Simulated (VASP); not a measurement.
Write the native input for VASP 6.6.1 that does the following.

```
Task                   : single point
Functional             : LDA
Potentials or basis    : VASP PAW LDA potentials, release 64 (Ba_sv, Sb, P)
Cutoff                 : 520 eV
k mesh                 : 4 × 4 × 4
Occupations            : gaussian, width 0.1 eV
Spin                   : no spin polarisation
Dipole correction      : no
Further INCAR settings : ALGO = Normal; EDIFF = 1e-07; NBANDS = 28
```

The structure of Ba3SbP lies in POSCAR:

```
Ba3SbP
1.0
    6.1131770000      0.0000000000      0.0000000000
    0.0000000000      6.1131770000      0.0000000000
    0.0000000000      0.0000000000      6.1131770000
Ba Sb P
3 1 1
Direct
    0.0000000000      0.5000000000      0.5000000000
    0.5000000000      0.0000000000      0.5000000000
    0.5000000000      0.5000000000      0.0000000000
    0.0000000000      0.0000000000      0.0000000000
    0.5000000000      0.5000000000      0.5000000000
```

These files were run (other wordings do the same):

INCAR

```
PREC = Accurate
ENCUT = 520
EDIFF = 1E-7
ISMEAR = 0
SIGMA = 0.1
LREAL = False
LASPH = True
NELM = 100
ALGO = Normal
ISIF = 2
LWAVE = False
LCHARG = True
LELF = True
LVHAR = True
NBANDS = 28
```

KPOINTS

```
Automatic mesh
0
Gamma
  4 4 4
```

Potentials or basis: VASP PAW LDA potentials, release 64 (Ba_sv, Sb, P).

Command:

```bash
$ cat potpaw_LDA.64/Ba_sv/POTCAR potpaw_LDA.64/Sb/POTCAR potpaw_LDA.64/P/POTCAR > POTCAR
$ mpirun -np 1 vasp_std > vasp.out
```

It gave:

- Pressure: -2.0 GPa
- Band gap on the k mesh: 0.14 eV

Caveat: spin-orbit coupling is left out, which moves the levels of the heavy elements.

Run time: 61 s on 1 thread of AMD EPYC 9R14 (Zen 4) (shared host), peak memory 0.25 GiB.
